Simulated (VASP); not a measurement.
Write the native input for VASP 6.6.1 that does the following.

```
Task                   : single point
Functional             : PBE
Potentials or basis    : VASP PAW PBE potentials, release 64 (Co, O)
Cutoff                 : 520 eV
k mesh                 : 12 × 12 × 12
Occupations            : gaussian, width 0.02 eV
Spin                   : no spin polarisation
Hubbard terms          : Co d U = 3.32 eV
Dipole correction      : no
Further INCAR settings : ALGO = Normal; EDIFF = 1e-06; NBANDS = 14
```

The structure of CoO lies in POSCAR:

```
CoO
1.0
   -1.5935366439      1.5935366439      2.2267769765
    1.5935366439     -1.5935366439      2.2267769765
    1.5935366439      1.5935366439     -2.2267769765
Co O
1 1
Direct
    0.0000000000      0.0000000000      0.0000000000
    0.5000000000      0.5000000000      0.0000000000
```

These files were run (other wordings do the same):

INCAR

```
PREC     = Accurate       # precision mode
ENCUT    = 520            # plane-wave cutoff, eV
EDIFF    = 1E-6           # SCF threshold, eV
ISMEAR   = 0              # smearing method
SIGMA    = 0.02           # smearing width, eV
LREAL    = False          # projectors in reciprocal space
LASPH    = True           # aspherical terms in the spheres
NELM     = 150            # most SCF steps
ALGO     = Normal         # electronic algorithm
ISIF     = 2              # what is computed and relaxed
LWAVE    = False          # write WAVECAR
LCHARG   = True           # write CHGCAR
LMAXMIX  = 4              # l up to which the mixer works
LDAU     = True           # DFT+U
LDAUTYPE = 2            
LDAUL    = 2 -1           # shell
LDAUU    = 3.32 0         # U, eV
LDAUJ    = 0 0          
LDAUPRINT= 1            
GGA      = PE             # functional
LELF     = True           # ELF
LVHAR    = True         
NBANDS   = 14             # bands
```

KPOINTS

```
Automatic mesh
0
Gamma
  12 12 12
```

Potentials or basis: VASP PAW PBE potentials, release 64 (Co, O).

Launch:

```bash
$ cat potpaw_PBE.64/Co/POTCAR potpaw_PBE.64/O/POTCAR > POTCAR
$ mpirun -np 1 vasp_std > vasp.out
```

Results of the run:

```json
{"Pressure": "-32.2 GPa", "Band gap on the k mesh": "zero (an odd number of electrons rules out a gap without spin polarisation)"}
```

Caveat: the cell stands under tension; an odd number of electrons without spin polarisation forces a metal; a magnetic or distorted state may lie lower; the run has no spin polarisation, though such a crystal can be magnetic; U without spin polarisation on a metal has little footing.

It took 20 s on 1 thread of Intel(R) Xeon(R) 6975P-C (Granite Rapids) (shared host), peak memory 0.18 GiB.
